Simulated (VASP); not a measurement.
# Zr (Im-3m) in VASP: notebook

The runs below take Zr through single point, with PBE.

Program: VASP 6.6.1. These are calculated values, not measurements. Logs are shortened: lines on timing, memory, paths and dates and some standing lists are left out, and cuts for length are marked.

**1. The cell of the first run**

The structure is cubic, space group Im-3m (No. 229). The conventional cell has a = 3.620 Å, b = 3.620 Å, c = 3.620 Å, α = 90.00°, β = 90.00°, γ = 90.00°. Within 4.1 Å of Zr (site symmetry m-3m) lie 14 Zr at 3.14 to 3.62 Å.

This isn't the form of Zr at room conditions, which is hcp.

**2. Single point, PBE**

Contents of INCAR:

```
SYSTEM = Zr
PREC = Accurate
ENCUT = 520
EDIFF = 1E-6
ISMEAR = 0
SIGMA = 0.1
LREAL = .False.
LASPH = .True.
NELM = 60
ALGO = Normal
ISIF = 2
LWAVE = .False.
LCHARG = .True.
GGA = PE
LELF = .True.
LVHAR = .True.
NBANDS = 12
```

Contents of KPOINTS:

```
Automatic mesh
0
Gamma
  14 14 14
  0 0 0
```

Contents of POSCAR:

```
Zr
1.0
   -1.8100000000      1.8100000000      1.8100000000
    1.8100000000     -1.8100000000      1.8100000000
    1.8100000000      1.8100000000     -1.8100000000
Zr
1
Direct
    0.0414364641      0.0414364641      0.0000000000
```

Potentials or basis: VASP PAW PBE potentials, release 64 (Zr_sv).

Command:

```bash
$ cat potpaw_PBE.64/Zr_sv/POTCAR > POTCAR
$ mpirun -np 1 vasp_std > vasp.out
```

OUTCAR:

```text
SYSTEM = Zr
   PREC = Accurate
   ENCUT = 520
   EDIFF = 1E-6
   ISMEAR = 0
   LREAL = .False.
   LASPH = .True.
   NELM = 60
   ISIF = 2
   GGA = PE

 ion  position               nearest neighbor table
   1  0.041  0.041  0.000-

  LATTYP: Found a body centered cubic cell.
 ALAT       =     3.6200000000

  Lattice vectors:

 A1 = (  -1.8100000000,   1.8100000000,   1.8100000000)
 A2 = (   1.8100000000,  -1.8100000000,   1.8100000000)
 A3 = (   1.8100000000,   1.8100000000,  -1.8100000000)

Analysis of symmetry for initial positions (statically):
=====================================================================
 Subroutine PRICEL returns:
 Original cell was already a primitive cell.

 Routine SETGRP: Setting up the symmetry group for a
 body centered cubic supercell.

 Subroutine GETGRP returns: Found 48 space group operations
 (whereof  8 operations were pure point group operations)
 out of a pool of 48 trial point group operations.

The static configuration has the point symmetry C_4v.
 The point group associated with its full space group is O_h .

Analysis of symmetry for dynamics (positions and initial velocities):
=====================================================================
 Subroutine PRICEL returns:
 Original cell was already a primitive cell.

 Routine SETGRP: Setting up the symmetry group for a
 body centered cubic supercell.

 Subroutine GETGRP returns: Found 48 space group operations
 (whereof  8 operations were pure point group operations)
 out of a pool of 48 trial point group operations.

The dynamic configuration has the point symmetry C_4v.
 The point group associated with its full space group is O_h .

 Subroutine INISYM returns: Found 48 space group operations
 (whereof  8 operations are pure point group operations),
 and found     1 'primitive' translations

----------------------------------------------------------------------------------------

                                     Primitive cell

  volume of cell :      23.7190

  direct lattice vectors                    reciprocal lattice vectors
    -1.810000000  1.810000000  1.810000000     0.000000000  0.276243094  0.276243094
     1.810000000 -1.810000000  1.810000000     0.276243094  0.000000000  0.276243094
     1.810000000  1.810000000 -1.810000000     0.276243094  0.276243094  0.000000000

  length of vectors
     3.135011962  3.135011962  3.135011962     0.390666730  0.390666730  0.390666730

  position of ions in fractional coordinates (direct lattice)
     0.041436464  0.041436464  0.000000000

  ion indices of the primitive-cell ions
   primitive index   ion index
                 1           1

----------------------------------------------------------------------------------------

 KPOINTS: Automatic mesh

Automatic generation of k-mesh.
 Grid dimensions read from file:
 generate k-points for:   14   14   14

 Generating k-lattice:

  Cartesian coordinates                     Fractional coordinates (reciprocal lattice)
     0.000000000  0.019731650  0.019731650     0.071428571  0.000000000  0.000000000
     0.019731650  0.000000000  0.019731650     0.000000000  0.071428571  0.000000000
     0.019731650  0.019731650  0.000000000     0.000000000  0.000000000  0.071428571

  Length of vectors
     0.027904766  0.027904766  0.027904766

  Shift w.r.t. Gamma in fractional coordinates (k-lattice)
     0.000000000  0.000000000  0.000000000

 Subroutine IBZKPT returns following result:
 ===========================================

 Found    104 irreducible k-points:

 Following reciprocal coordinates:
            Coordinates               Weight
  0.000000  0.000000  0.000000      1.000000
  0.071429  0.000000  0.000000     12.000000
  0.142857  0.000000  0.000000     12.000000
  0.214286  0.000000  0.000000     12.000000
  0.285714  0.000000  0.000000     12.000000
  0.357143  0.000000  0.000000     12.000000
[... 16 lines left out ...]
  0.285714  0.285714  0.000000     24.000000
  0.357143  0.285714  0.000000     24.000000
 [... further k-points ...]
   k-points           NKPTS =    104   k-points in BZ     NKDIM =    104   number of bands    NBANDS=     12
   number of dos      NEDOS =    301   number of ions     NIONS =      1
   total plane-waves  NPLWV =  13824
   dimension x,y,z NGX =    24 NGY =   24 NGZ =   24
   dimension x,y,z NGXF=    48 NGYF=   48 NGZF=   48
   ions per type =               1
   NGX,Y,Z   is equivalent  to a cutoff of  12.73, 12.73, 12.73 a.u.
   NGXF,Y,Z  is equivalent  to a cutoff of  25.45, 25.45, 25.45 a.u.
 SYSTEM =  Zr
   PREC   = accura    normal or accurate (medium, high low for compatibility)
   ISTART =      0    job   : 0-new  1-cont  2-samecut
   ICHARG =      2    charge: 1-file 2-atom 10-const
   ISPIN  =      1    spin polarized calculation?
   LNONCOLLINEAR =      F non collinear calculations
   LSORBIT =      F    spin-orbit coupling
   LASPH  =      T    aspherical Exc in radial PAW
   ENCUT  =  520.0 eV  38.22 Ry    6.18 a.u.   5.83  5.83  5.83*2*pi/ulx,y,z
   NELM   =     60;   NELMIN=  2; NELMDL= -5     # of ELM steps
   EDIFF  = 0.1E-05   stopping-criterion for ELM
   LREAL  =      F    real-space projection
   EDIFFG = 0.1E-04   stopping-criterion for IOM
   NSW    =      0    number of steps for IOM
   IBRION =     -1    ionic relax: 0-MD 1-quasi-New 2-CG
   NFREE  =      0    steps in history (QN), initial steepest desc. (CG)
   ISIF   =      2    stress and relaxation
   ISYM   =      2    0-nonsym 1-usesym 2-fastsym
   POTIM  = 0.5000    time-step for ionic-motion
   TEBEG  =    0.0;   TEEND  =   0.0 temperature during run
   PSTRESS=    0.0 pullay stress
   NELECT =      12.0000    total number of electrons
   NUPDOWN=      -1.0000    fix difference up-down
   EMIN   =  10.00;   EMAX   =-10.00  energy-range for DOS
   EFERMI =   0.00;   METHOD = LEGACY
   ISMEAR =     0;   SIGMA  =   0.10  broadening in eV -4-tet -1-fermi 0-gaus
   EFERMI_NEDOS =   21; number of points for ismear=-14 and -15
   IALGO  =     38    algorithm
   IMIX   =      4    mixing-type and parameters
     AMIX     =   0.40;   BMIX     =  1.00
     AMIX_MAG =   1.60;   BMIX_MAG =  1.00
  volume/ion in A,a.u.               =      23.72       160.06
  Fermi-wavevector in a.u.,A,eV,Ry     =   1.304478  2.465105 23.152520  1.701662
  Thomas-Fermi vector in A             =   2.435411
   LORBIT       =      0    0 simple, 1 ext, 2 COOP (PROOUT), +10 PAW based schemes
   GGA     = PE    functional components
   LHFCALC =     F    Hartree Fock is set to
   AEXX    =    0.0000 exact exchange contribution
   IVDW    =     0    specifies the selected vdW correction
   LEPSILON=     F    determine dielectric tensor
   LRPA    =     F    only Hartree local field effects (RPA)
 non-spin polarized calculation
 Gauss-broadening in eV      SIGMA  =   0.10
  energy-cutoff  :      520.00
  volume of cell :       23.72
 maximum number of plane-waves:       682
   NGX = 11   NGY = 11   NGZ = 11

 number of electron      12.0000000 magnetization

 Free energy of the ion-electron system (eV)
  ---------------------------------------------------
  ext. energy  EPLUGINS =         0.00000000
  ---------------------------------------------------
  free energy    TOTEN  =        -8.43225398 eV

  energy without entropy =       -8.42382606  energy(sigma->0) =       -8.42804002

 E-fermi :   8.5206     XC(G=0): -10.9926

 val. band max:        8.5120394740   @ k =   0.2143   0.0714   0.0714
 cond. band min:       8.5287059714   @ k =  -0.4286  -0.4286   0.1429
 fundamental gap:      0.0166664974
 Fermi energy:         8.5205934890

 k-point     1 :       0.0000    0.0000    0.0000
  band No.  band energies     occupation
      1     -40.0262      2.00000
      2     -17.5648      2.00000
      3     -17.5648      2.00000
      4     -17.5648      2.00000
      5       3.1711      2.00000
      6       9.6207      0.00000
      7       9.6207      0.00000
      8       9.6207      0.00000
      9      12.0405      0.00000
     10      12.0405      0.00000
     11      20.8340      0.00000
     12      20.8340      0.00000

 k-point     2 :       0.0714    0.0000    0.0000
  band No.  band energies     occupation
      1     -40.0194      2.00000
      2     -17.6128      2.00000
      3     -17.5795      2.00000
      4     -17.5651      2.00000
      5       3.3410      2.00000
      6       9.5081      0.00000
      7       9.5827      0.00000
      8       9.7844      0.00000
      9      11.8696      0.00000
     10      12.0397      0.00000
     11      20.9793      0.00000
     12      21.1404      0.00000

 k-point     3 :       0.1429    0.0000    0.0000
  band No.  band energies     occupation
      1     -40.0002      2.00000
      2     -17.7455      2.00000
      3     -17.6206      2.00000
      4     -17.5660      2.00000
      5       3.8218      2.00000
      6       9.2135      0.00000
      7       9.4108      0.00000
      8      10.2668      0.00000
      9      11.5909      0.00000
     10      12.0525      0.00000
     11      21.2667      0.00000
     12      22.0117      0.00000
[... 286 lines left out ...]
 k-point    23 :       0.2857    0.2857    0.0000
  band No.  band energies     occupation
      1     -39.8742      2.00000
      2     -18.2945      2.00000
      3     -18.0523      2.00000
      4     -17.6725      2.00000
      5       7.0552      2.00000
      6       7.8605      2.00000
      7       8.4746      1.48432
      8      12.0118      0.00000
      9      12.6315      0.00000
     10      16.3867      0.00000
     11      17.3071      0.00000
     12      19.4243      0.00000

 k-point    24 :       0.3571    0.2857    0.0000
  band No.  band energies     occupation
      1     -39.8698      2.00000
      2     -18.2597      2.00000
      3     -18.1201      2.00000
      4     -17.6772      2.00000
      5       7.1597      2.00000
      6       7.9708      2.00000
      7       8.3436      1.98771
      8      12.1947      0.00000
      9      12.5917      0.00000
     10      16.7915      0.00000
     11      17.2517      0.00000
     12      18.6752      0.00000

 [... further k-points ...]

------------------------ aborting loop because EDIFF is reached ----------------------------------------

  FORCE on cell =-STRESS in cart. coord.  units (eV):
  Direction    XX          YY          ZZ          XY          YZ          ZX
  --------------------------------------------------------------------------------------
  -------------------------------------------------------------------------------------
  Total       -0.4711017     -0.4711017     -0.4711017      0.0000000     -0.0000000      0.0000000
  in kB      -31.8221513    -31.8221513    -31.8221513      0.0000000     -0.0000000      0.0000000
  external PRESSURE =     -31.8221513 kB  Pullay stress =       0.0000000 kB

 VOLUME and BASIS-vectors are now :
 -----------------------------------------------------------------------------
  energy-cutoff  :      520.00
  volume of cell :       23.72
      direct lattice vectors                 reciprocal lattice vectors
    -1.810000000  1.810000000  1.810000000     0.000000000  0.276243094  0.276243094
     1.810000000 -1.810000000  1.810000000     0.276243094  0.000000000  0.276243094
     1.810000000  1.810000000 -1.810000000     0.276243094  0.276243094  0.000000000

 POSITION                                       TOTAL-FORCE (eV/Angst)
 -----------------------------------------------------------------------------------
      0.00000      0.00000      0.15000         0.000000     -0.000000     -0.000000
 -----------------------------------------------------------------------------------
    total drift:                                0.000000      0.000000     -0.000000

  FREE ENERGIE OF THE ION-ELECTRON SYSTEM (eV)
  ---------------------------------------------------
  free  energy   TOTEN  =        -8.4322539769 eV

  energy  without entropy=       -8.4238260581  energy(sigma->0) =       -8.42804002
```

Run time: 26 s. Hardware: 1 thread of Intel Xeon 8259CL, shared host; peak memory 0.16 GiB.

Results:

| Quantity | Value |
| --- | --- |
| Free energy | -8.4323 eV |
| Pressure | -3.2 GPa |
| Band gap on the k mesh | zero (bands 6 and 7 overlap by 1.74 eV) |

Levels at points of the mesh, in eV from the Fermi level:
| k point | band 2 | band 3 | band 4 | band 5 | band 6 | band 7 | band 8 | band 9 | band 10 | band 11 |
| --- | --- | --- | --- | --- | --- | --- | --- | --- | --- | --- |
| (0.00, 0.00, 0.00) | -26.09 | -26.09 | -26.09 | -5.35 | 1.10 | 1.10 | 1.10 | 3.52 | 3.52 | 12.31 |
| (0.50, 0.00, 0.00) | -26.99 | -26.37 | -26.09 | -2.74 | -0.64 | 1.50 | 3.50 | 4.15 | 6.15 | 9.93 |
| (0.50, 0.50, 0.50) | -26.71 | -26.71 | -26.71 | -2.47 | -2.47 | 5.50 | 5.50 | 5.50 | 7.25 | 7.25 |

Caveat: the cell stands under tension.

**3. Single point, PBE (strained)**

Contents of INCAR:

```
PREC = Accurate ; ENCUT = 520
EDIFF = 1E-7 ; ISMEAR = 0
SIGMA = 0.1 ; LREAL = False
LASPH = True ; NELM = 60
ALGO = Normal ; ISIF = 2
LWAVE = False ; LCHARG = False
GGA = PE ; NBANDS = 12
```

Contents of KPOINTS:

```
Automatic mesh
0
Gamma
  16 16 16
```

Contents of POSCAR:

```
Zr
1.0
   -1.7615282000      1.7615282000      1.7615282000
    1.7615282000     -1.7615282000      1.7615282000
    1.7615282000      1.7615282000     -1.7615282000
Zr
1
Direct
    0.0000000000      0.0000000000      0.0000000000
```

Potentials or basis: VASP PAW PBE potentials, release 64 (Zr_sv).

Command:

```bash
$ cat potpaw_PBE.64/Zr_sv/POTCAR > POTCAR
$ mpirun -np 1 vasp_std > vasp.out
```

Run time: 34 s. Hardware: 1 thread of Intel Xeon 8259CL, shared host; peak memory 0.16 GiB.

Results (log left out):

```yaml
Free_energy: -8.4277 eV
Pressure: 4.1 GPa
Band_gap_on_the_k_mesh: zero (bands 6 and 7 overlap by 1.94 eV)
```

Levels at points of the mesh, in eV from the Fermi level:
```tsv
k point	band 3	band 4	band 5	band 6	band 7	band 8	band 9	band 10
(0.00, 0.00, 0.00)	-25.78	-25.78	-5.45	1.16	1.16	1.16	3.81	3.81
(0.50, 0.00, 0.00)	-26.15	-25.79	-2.95	-0.77	1.88	3.83	4.55	6.80
(0.50, 0.50, 0.50)	-26.58	-26.58	-2.79	-2.79	6.06	6.06	6.06	7.90
```

Caveat: the cell differs from its parent crystal (strained); the cell stands under pressure.
